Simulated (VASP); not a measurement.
# HfSn3S8 (P-3m1) in VASP: notebook

HfSn3S8 is run at these levels: PBE; tasks: single point.

Everything below comes from runs of VASP 6.6.1. Logs are shortened: lines on timing, memory, paths and dates and some standing lists are left out, and cuts for length are marked.

**1. The cell of the first run**

The structure is trigonal, space group P-3m1 (No. 164). Conventional cell: a = 3.690 Å, b = 3.690 Å, c = 27.274 Å, α = 90.00°, β = 90.00°, γ = 120.00°. Within 3.4 Å of Hf (site symmetry -3m) lie 6 S at 2.57 Å. Sn (site symmetry -3m) has 6 S at 2.60 Å within 3.4 Å. Within 3.4 Å of Sn (site symmetry 3m) lie 6 S at 2.60 Å. Within 3.4 Å of S (site symmetry 3m) lie 3 Sn at 2.60 Å. Within 3.4 Å of S (site symmetry 3m) lie 3 Sn at 2.60 Å. S (site symmetry 3m) has 3 Hf at 2.57 Å within 3.4 Å. Within 3.4 Å of S (site symmetry 3m) lie 3 Sn at 2.60 Å.

**2. Single point, PBE**

File INCAR:

```
SYSTEM = HfSn3S8
ALGO     = Normal         ! electronic algorithm
EDIFF    = 1E-6           ! SCF threshold, eV
ENCUT    = 520            ! plane-wave cutoff, eV
GGA      = PE             ! functional
ISIF     = 2              ! what is computed and relaxed
ISMEAR   = 0              ! smearing method
LASPH    = .True.         ! aspherical terms in the spheres
LCHARG   = .False.        ! write CHGCAR
LREAL    = .False.        ! projectors in reciprocal space
LWAVE    = .False.        ! write WAVECAR
NBANDS   = 62             ! bands
NELM     = 80             ! most SCF steps
PREC     = Accurate       ! precision mode
SIGMA    = 0.02           ! smearing width, eV
```

File KPOINTS:

```
k-points
0
Gamma
  12 12 1
  0 0 0
```

File POSCAR:

```
HfSn3S8
1.0
    3.6897010710      0.0000000029      0.0000000000
   -1.8448505380      3.1953748584      0.0000000000
    0.0000000000      0.0000000000     27.2738753207
Hf Sn S
1 3 8
Direct
    0.0000000000      0.0000000000      0.5000000000
    0.0000000000      0.0000000000      0.0000000000
    0.0000000000      0.0000000000      0.2515906398
    0.0000000000      0.0000000000      0.7484093602
    0.3333333333      0.6666666667      0.0543561016
    0.3333333333      0.6666666667      0.3059484847
    0.3333333333      0.6666666667      0.5524007576
    0.3333333333      0.6666666667      0.8027654918
    0.6666666667      0.3333333333      0.1972345082
    0.6666666667      0.3333333333      0.4475992424
    0.6666666667      0.3333333333      0.6940515153
    0.6666666667      0.3333333333      0.9456438984
```

Potentials or basis: VASP PAW PBE potentials, release 64 (Hf_pv, Sn_d, S).

Started as:

```console
cat potpaw_PBE.64/Hf_pv/POTCAR potpaw_PBE.64/Sn_d/POTCAR potpaw_PBE.64/S/POTCAR > POTCAR
mpirun -np 1 vasp_std > vasp.out
```

OUTCAR:

```text
SYSTEM = HfSn3S8
   EDIFF = 1E-6
   ENCUT = 520
   GGA = PE
   ISIF = 2
   ISMEAR = 0
   LASPH = .True.
   LREAL = .False.
   NELM = 80
   PREC = Accurate

 ion  position               nearest neighbor table
   1  0.000  0.000  0.500-   7 2.57  10 2.57   7 2.57  10 2.57  10 2.57   7 2.57
   2  0.000  0.000  0.000-   5 2.60  12 2.60   5 2.60  12 2.60  12 2.60   5 2.60
   3  0.000  0.000  0.252-   9 2.60   9 2.60   9 2.60   6 2.60   6 2.60   6 2.60
   4  0.000  0.000  0.748-   8 2.60   8 2.60   8 2.60  11 2.60  11 2.60  11 2.60
   5  0.333  0.667  0.054-   2 2.60   2 2.60   2 2.60
   6  0.333  0.667  0.306-   3 2.60   3 2.60   3 2.60
   7  0.333  0.667  0.552-   1 2.57   1 2.57   1 2.57
   8  0.333  0.667  0.803-   4 2.60   4 2.60   4 2.60
   9  0.667  0.333  0.197-   3 2.60   3 2.60   3 2.60
  10  0.667  0.333  0.448-   1 2.57   1 2.57   1 2.57
  11  0.667  0.333  0.694-   4 2.60   4 2.60   4 2.60
  12  0.667  0.333  0.946-   2 2.60   2 2.60   2 2.60

  LATTYP: Found a hexagonal cell.
 ALAT       =     3.6897010710
 C/A-ratio  =     7.3918929463

  Lattice vectors:

 A1 = (   3.6897010710,   0.0000000029,   0.0000000000)
 A2 = (  -1.8448505380,   3.1953748584,   0.0000000000)
 A3 = (   0.0000000000,   0.0000000000,  27.2738753207)

Analysis of symmetry for initial positions (statically):
=====================================================================
 Subroutine PRICEL returns:
 Original cell was already a primitive cell.

 Routine SETGRP: Setting up the symmetry group for a
 hexagonal supercell.

 Subroutine GETGRP returns: Found 12 space group operations
 (whereof 12 operations were pure point group operations)
 out of a pool of 24 trial point group operations.

The static configuration has the point symmetry D_3d.

Analysis of symmetry for dynamics (positions and initial velocities):
=====================================================================
 Subroutine PRICEL returns:
 Original cell was already a primitive cell.

 Routine SETGRP: Setting up the symmetry group for a
 hexagonal supercell.

 Subroutine GETGRP returns: Found 12 space group operations
 (whereof 12 operations were pure point group operations)
 out of a pool of 24 trial point group operations.
[... 121 lines left out ...]
   ISIF   =      2    stress and relaxation
   ISYM   =      2    0-nonsym 1-usesym 2-fastsym
   POTIM  = 0.5000    time-step for ionic-motion
   TEBEG  =    0.0;   TEEND  =   0.0 temperature during run
   PSTRESS=    0.0 pullay stress
   NELECT =     100.0000    total number of electrons
   NUPDOWN=      -1.0000    fix difference up-down
   EMIN   =  10.00;   EMAX   =-10.00  energy-range for DOS
   EFERMI =   0.00;   METHOD = LEGACY
   ISMEAR =     0;   SIGMA  =   0.02  broadening in eV -4-tet -1-fermi 0-gaus
   EFERMI_NEDOS =   21; number of points for ismear=-14 and -15
   IALGO  =     38    algorithm
   IMIX   =      4    mixing-type and parameters
     AMIX     =   0.40;   BMIX     =  1.00
     AMIX_MAG =   1.60;   BMIX_MAG =  1.00
  volume/ion in A,a.u.               =      26.80       180.83
  Fermi-wavevector in a.u.,A,eV,Ry     =   1.109145  2.095980 16.737914  1.230202
  Thomas-Fermi vector in A             =   2.245681
   LORBIT       =      0    0 simple, 1 ext, 2 COOP (PROOUT), +10 PAW based schemes
   GGA     = PE    functional components
   LHFCALC =     F    Hartree Fock is set to
   AEXX    =    0.0000 exact exchange contribution
   IVDW    =     0    specifies the selected vdW correction
   LEPSILON=     F    determine dielectric tensor
   LRPA    =     F    only Hartree local field effects (RPA)
 non-spin polarized calculation
 Gauss-broadening in eV      SIGMA  =   0.02
  energy-cutoff  :      520.00
  volume of cell :      321.56
 maximum number of plane-waves:      8714
 NGX is ok and might be reduce to    28
   NGX = 13   NGY = 13   NGZ =101

 number of electron     100.0000015 magnetization

 Free energy of the ion-electron system (eV)
  ---------------------------------------------------
  ext. energy  EPLUGINS =         0.00000000
  ---------------------------------------------------
  free energy    TOTEN  =       -62.58943030 eV

  energy without entropy =      -62.58943030  energy(sigma->0) =      -62.58943030

 E-fermi :   2.8381     XC(G=0):  -8.6044

 val. band max:        2.6692269718   @ k =   0.0000   0.0000   0.0000
 cond. band min:       3.8991093276   @ k =   0.5000  -0.0000   0.0000
 fundamental gap:      1.2298823558
 Fermi energy:         2.8380519066

 k-point     1 :       0.0000    0.0000    0.0000
  band No.  band energies     occupation
      1     -28.0187      2.00000
      2     -27.9111      2.00000
      3     -27.9111      2.00000
      4     -18.3777      2.00000
      5     -18.3777      2.00000
      6     -18.3771      2.00000
[... 1224 lines left out ...]
     61       8.7173      0.00000
     62       8.7174      0.00000

------------------------ aborting loop because EDIFF is reached ----------------------------------------

  FORCE on cell =-STRESS in cart. coord.  units (eV):
  Direction    XX          YY          ZZ          XY          YZ          ZX
  --------------------------------------------------------------------------------------
  -------------------------------------------------------------------------------------
  Total       -0.4494590     -0.4494590     -0.2504150     -0.0000000     -0.0000000     -0.0000000
  in kB       -2.2394471     -2.2394471     -1.2477027     -0.0000000     -0.0000000     -0.0000000
  external PRESSURE =      -1.9088657 kB  Pullay stress =       0.0000000 kB

 VOLUME and BASIS-vectors are now :
 -----------------------------------------------------------------------------
  energy-cutoff  :      520.00
  volume of cell :      321.56
      direct lattice vectors                 reciprocal lattice vectors
     3.689701071  0.000000003  0.000000000     0.271024666  0.156476164  0.000000000
    -1.844850538  3.195374858  0.000000000    -0.000000000  0.312952328  0.000000000
     0.000000000  0.000000000 27.273875321     0.000000000  0.000000000  0.036665123

 POSITION                                       TOTAL-FORCE (eV/Angst)
 -----------------------------------------------------------------------------------
      0.00000      0.00000     13.63694        -0.000000     -0.000000      0.000000
      0.00000      0.00000      0.00000        -0.000000     -0.000000      0.000000
      0.00000      0.00000      6.86185        -0.000000      0.000000     -0.000159
      0.00000      0.00000     20.41202         0.000000     -0.000000      0.000159
     -0.00000      2.13025      1.48250         0.000000      0.000000     -0.007380
     -0.00000      2.13025      8.34440         0.000000     -0.000000     -0.007356
     -0.00000      2.13025     15.06611        -0.000000      0.000000     -0.067588
     -0.00000      2.13025     21.89453        -0.000000      0.000000     -0.007339
      1.84485      1.06512      5.37935         0.000000     -0.000000      0.007339
      1.84485      1.06512     12.20777         0.000000     -0.000000      0.067588
      1.84485      1.06512     18.92947         0.000000      0.000000      0.007356
      1.84485      1.06512     25.79137        -0.000000      0.000000      0.007380
 -----------------------------------------------------------------------------------
    total drift:                                0.000000      0.000000     -0.000000

  FREE ENERGIE OF THE ION-ELECTRON SYSTEM (eV)
  ---------------------------------------------------
  free  energy   TOTEN  =       -62.5894303049 eV

  energy  without entropy=      -62.5894303049  energy(sigma->0) =      -62.58943030
```

OSZICAR:

```text
N       E                     dE             d eps       ncg     rms          rms(c)
[... 11 lines left out ...]
DAV:  12    -0.625895184682E+02    0.80503E-05   -0.56448E-04  3164   0.864E-02    0.114E-01
DAV:  13    -0.625894945038E+02    0.23964E-04   -0.48716E-05  2784   0.281E-02    0.641E-02
DAV:  14    -0.625894550053E+02    0.39498E-04   -0.33747E-05  3266   0.355E-02    0.342E-02
DAV:  15    -0.625894406696E+02    0.14336E-04   -0.26244E-05  2586   0.197E-02    0.264E-02
DAV:  16    -0.625894377571E+02    0.29125E-05   -0.11095E-05  2602   0.110E-02    0.158E-02
DAV:  17    -0.625894348094E+02    0.29477E-05   -0.95802E-07  2024   0.640E-03    0.437E-03
DAV:  18    -0.625894298756E+02    0.49338E-05   -0.99883E-06  2792   0.178E-02    0.112E-02
DAV:  19    -0.625894303049E+02   -0.42921E-06   -0.43072E-06  2146   0.555E-03
   1 F= -.62589430E+02 E0= -.62589430E+02  d E =-.177662E-34
```

stdout:

```text
POSCAR found type information on POSCAR HfSnS
 POSCAR found :  3 types and      12 ions
 scaLAPACK will be used
 LDA part: xc-table for (Slater+PW92), standard interpolation
 POSCAR, INCAR and KPOINTS ok, starting setup
 FFT: planning ... GRIDC
 FFT: planning ... GRID_SOFT
 FFT: planning ... GRID
 WAVECAR not read
 entering main loop
```

Run time: 17 min. Hardware: 1 thread of Oxide Virtual Turin-like, shared host; peak memory 0.57 GiB.

What came out:

```
Free energy            : -62.5894 eV
Pressure               : -0.2 GPa
Largest force          : 0.068 eV/Å
Band gap on the k mesh : 1.23 eV (least direct gap 1.76 eV)
```

Forces on the atoms (eV/Å):
```
Hf   0.000  0.000  0.000
Sn   0.000  0.000  0.000
Sn   0.000  0.000  0.000
Sn   0.000  0.000  0.000
S    0.000  0.000 -0.007
S    0.000  0.000 -0.007
S    0.000  0.000 -0.068
S    0.000  0.000 -0.007
S    0.000  0.000  0.007
S    0.000  0.000  0.068
S    0.000  0.000  0.007
S    0.000  0.000  0.007
```

Levels at points of the mesh, in eV from the valence-band top:
```tsv
k point	band 46	band 47	band 48	band 49	band 50	band 51	band 52	band 53	band 54	band 55
(0.00, 0.00, 0.00)	-0.40	-0.39	-0.39	0.00	0.00	1.87	2.11	2.11	2.13	2.30
(0.50, 0.00, 0.00)	-0.77	-0.76	-0.57	-0.55	-0.53	1.23	1.27	1.29	1.46	4.00
```

Caveat: spin-orbit coupling is left out, which moves the levels of the heavy elements; this functional lacks dispersion, which binds layers or chains, so the pressure and a relaxed spacing across them are unreliable.

**3. Single point, PBE**

This run uses another cell than the first one, of 27.30 Å³/atom.

File INCAR:

```
PREC = Accurate
ENCUT = 520
EDIFF = 1E-6
ISMEAR = 0
SIGMA = 0.01
LREAL = False
LASPH = True
NELM = 100
ALGO = Normal
ISIF = 2
LWAVE = False
LCHARG = False
GGA = PE
NBANDS = 62
```

File KPOINTS:

```
regular mesh
0
Gamma
  12 12 1
```

File POSCAR:

```
HfSn3S8
1.0
    3.6892274187      0.0000000029      0.0000000000
   -1.8446137119      3.1949646635      0.0000000000
    0.0000000000      0.0000000000     27.7935409433
Hf Sn S
1 3 8
Direct
    0.0000000000      0.0000000000      0.5000000000
    0.0000000000      0.0000000000      0.0000000000
    0.0000000000      0.0000000000      0.2516342511
    0.0000000000      0.0000000000      0.7483657489
    0.3333333333      0.6666666667      0.0533489427
    0.3333333333      0.6666666667      0.3049848286
    0.3333333333      0.6666666667      0.5514314009
    0.3333333333      0.6666666667      0.8017147963
    0.6666666667      0.3333333333      0.1982852037
    0.6666666667      0.3333333333      0.4485685991
    0.6666666667      0.3333333333      0.6950151714
    0.6666666667      0.3333333333      0.9466510573
```

Potentials or basis: VASP PAW PBE potentials, release 64 (Hf_pv, Sn_d, S).

Started as:

```console
cat potpaw_PBE.64/Hf_pv/POTCAR potpaw_PBE.64/Sn_d/POTCAR potpaw_PBE.64/S/POTCAR > POTCAR
mpirun -np 1 vasp_std > vasp.out
```

Wall time 17 min (1 thread of Oxide Virtual Turin-like, shared host); peak memory 0.58 GiB.

It converged, with:

```yaml
Free_energy: -62.5903 eV
Pressure: -0.2 GPa
Largest_force: 0.066 eV/Å
Band_gap_on_the_k_mesh: 1.23 eV (least direct gap 1.77 eV)
```

Forces in eV/Å, atoms in the order of the input:
```
Hf   0.000  0.000  0.000
Sn   0.000  0.000  0.000
Sn   0.000  0.000  0.001
Sn   0.000  0.000 -0.001
S    0.000  0.000 -0.006
S    0.000  0.000 -0.006
S    0.000  0.000 -0.066
S    0.000  0.000 -0.006
S    0.000  0.000  0.006
S    0.000  0.000  0.066
S    0.000  0.000  0.006
S    0.000  0.000  0.006
```

Levels at points of the mesh, in eV from the valence-band top:
| k point | band 46 | band 47 | band 48 | band 49 | band 50 | band 51 | band 52 | band 53 | band 54 | band 55 |
| --- | --- | --- | --- | --- | --- | --- | --- | --- | --- | --- |
| (0.00, 0.00, 0.00) | -0.40 | -0.39 | -0.39 | 0.00 | 0.00 | 1.89 | 2.11 | 2.11 | 2.11 | 2.27 |
| (0.50, 0.00, 0.00) | -0.77 | -0.77 | -0.56 | -0.55 | -0.53 | 1.23 | 1.26 | 1.28 | 1.45 | 4.01 |

Caveat: spin-orbit coupling is left out, which moves the levels of the heavy elements; this functional lacks dispersion, which binds layers or chains, so the pressure and a relaxed spacing across them are unreliable. A k mesh can miss the band edges.
